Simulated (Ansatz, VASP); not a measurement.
One calculation of N, two programs

```
N
1.0
     3.62900    0.00000    0.00000
    -1.81450    3.14281    0.00000
     0.00000    0.00000    5.89000
N
2
Direct
  0.33333 0.66667 0.25000
  0.66667 0.33333 0.75000
```

Alike in both runs: task electric field gradients; functional PBE; k mesh 8 × 8 × 5; occupations fermi-dirac, width 0.02 eV; no spin polarisation.

```csv
,VASP,Ansatz
version,VASP 6.6.1,Ansatz 0.2.0
potentials or method,"VASP PAW PBE potentials, release 64 (N)","PAW with Ansatz's default frozen-core files, scalar-relativistic"
plane-wave cutoff (eV),520,420
valence electrons in the cell,10,10
```

Ansatz gave:

| Quantity | Value |
| --- | --- |
| pressure (GPa) | -7.2 |
| size of Vzz on the site where it differs most (V/Å²) | 1.2 |

Task: Estimate VASP's values.

Result: Pressure (GPa): -7.3; size of Vzz on the site where it differs most (V/Å²): 1.2.
